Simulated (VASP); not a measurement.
Set up this calculation in VASP 6.6.1, as the native input.

```
Task                   : single point
Functional             : r2SCAN
Potentials or basis    : VASP PAW PBE potentials, release 64 (Cd, S)
Cutoff                 : 520 eV
k mesh                 : 8 × 8 × 8
Occupations            : gaussian, width 0.05 eV
Spin                   : no spin polarisation
Dipole correction      : no
Further INCAR settings : ALGO = Normal; EDIFF = 1e-06; NBANDS = 16
```

Crystal: CdS.

```
CELL_PARAMETERS angstrom
0.00000 2.74954 2.74954
2.74954 0.00000 2.74954
2.74954 2.74954 0.00000
ATOMIC_POSITIONS crystal
Cd 0.99575 0.00425 0.00425
S 0.51489 0.48511 0.48511
```

One way to write it, as run:

POSCAR

```
CdS
1.0
    0.0000000000      2.7495395470      2.7495395470
    2.7495395470      0.0000000000      2.7495395470
    2.7495395470      2.7495395470      0.0000000000
Cd S
1 1
Direct
   -0.0042461853      0.0042461853      0.0042461853
    0.5148886675      0.4851113325      0.4851113325
```

INCAR.step1

```
  ALGO = Normal
  EDIFF = 1E-4
  ENCUT = 520
  GGA = PE
  ISMEAR = 0
  LASPH = T
  LCHARG = F
  LREAL = F
  LWAVE = T
  NBANDS = 16
  NELM = 80
  PREC = Accurate
  SIGMA = 0.05
```

INCAR.step2

```
  ALGO = Normal
  EDIFF = 1E-6
  ENCUT = 520
  ISIF = 2
  ISMEAR = 0
  ISTART = 1
  LASPH = T
  LCHARG = T
  LELF = T
  LMIXTAU = T
  LREAL = F
  LVHAR = T
  LWAVE = F
  METAGGA = R2SCAN
  NBANDS = 16
  NELM = 80
  PREC = Accurate
  SIGMA = 0.05
```

KPOINTS

```
k-points
0
Gamma
  8 8 8
```

Potentials or basis: VASP PAW PBE potentials, release 64 (Cd, S).

Command:

```console
$ cat potpaw_PBE.64/Cd/POTCAR potpaw_PBE.64/S/POTCAR > POTCAR
$ cp INCAR.step1 INCAR
$ mpirun -np 1 vasp_std > vasp.out
$ cp INCAR.step2 INCAR
$ mpirun -np 1 vasp_std > vasp.out
```

Results of the run:

```yaml
Pressure: -1.2 GPa
Largest_force: 0.172 eV/Å
Band_gap_on_the_k_mesh: 0.76 eV, indirect (least direct gap 2.16 eV)
```

Caveat: the PAW data sets were made with another functional, which shifts forces and pressure a little.

Wall time 88 s on 1 thread of Intel(R) Xeon(R) 6975P-C (Granite Rapids) (shared host), peak memory 0.19 GiB.
